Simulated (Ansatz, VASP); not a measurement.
**One calculation of NiO2, two programs**

```
Ni O
1.0
     1.40213    0.80952    6.97429
    -1.40213    0.80952    6.97429
     0.00000   -1.61904    6.97429
Ni O
1 2
Direct
  0.00000 0.00000 0.00000
  0.62121 0.62121 0.62121
  0.37879 0.37879 0.37879
```

Alike in both runs: task single point; functional LDA; k mesh 6 × 6 × 6; occupations fermi-dirac, width 0.1 eV; collinear spin; Hubbard terms Ni d U = 5.0 eV.

|  | VASP | Ansatz |
| --- | --- | --- |
| version | VASP 6.6.1 | Ansatz 0.2.0 |
| potentials or method | VASP PAW LDA potentials, release 64 (Ni, O), cutoff 600 eV | plane waves, PAW |
| valence electrons in the cell | 22 | 30 |

```csv
,VASP,Ansatz,Ansatz less VASP
pressure (GPa),-12.1,-7.5,+4.54
"traceless stress, the component that is largest in VASP (GPa)",3.80,2.30,-1.496
rms of the force components (eV/Å),0.585,0.380,-0.2043
net moment per atom (μB),0.00,0.00,0.000
```

LDA's correlation is that of Perdew and Zunger in VASP and of Perdew and Wang (1992) in Ansatz. The programs project onto different local orbitals, so the same U acts differently, and such runs can settle in different states. Atom by atom the forces differ by 0.204 eV/Å (rms over components). VASP's potentials hold 22 valence electrons a cell and Ansatz's 30, so a difference there can come from the potentials and not from the codes. Ansatz's warnings: seeded moment not kept.

The k mesh is coarse, so the values compare programs but aren't converged.
